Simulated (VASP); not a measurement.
A run of VASP 6.6.1 is set up as follows.

INCAR

```
SYSTEM = Ge
PREC = Accurate
ENCUT = 520
EDIFF = 1E-6
ISMEAR = 0
SIGMA = 0.02
LREAL = .FALSE.
LASPH = .TRUE.
NELM = 80
ALGO = Normal
ISIF = 2
LWAVE = .FALSE.
LCHARG = .TRUE.
GGA = PE
LELF = .TRUE.
LVHAR = .TRUE.
NBANDS = 13
```

The input KPOINTS:

```
regular mesh
0
G
  11 11 10
  0 0 0
```

POSCAR

```
Ge
1.0
    1.3971490000     -2.6005160000      0.0000000000
    1.3971490000      2.6005160000      0.0000000000
    0.0000000000      0.0000000000      2.6982310000
Ge
1
Direct
    0.5000000000      0.5000000000      0.0000000000
```

Potentials or basis: VASP PAW PBE potentials, release 64 (Ge_d).

The run is started by

```sh
$ cat potpaw_PBE.64/Ge_d/POTCAR > POTCAR
$ mpirun -np 1 vasp_std > vasp.out
```

Question: What does it give for the pressure?

Answer: -0.8 GPa.

Question: Predict the band gap on the k mesh.

Answer: Zero (bands 7 and 8 overlap by 9.06 eV).

Stress tensor (GPa, compression positive):
```
 0.92  0.00  0.00
 0.00 -3.01  0.00
 0.00  0.00 -0.44
```
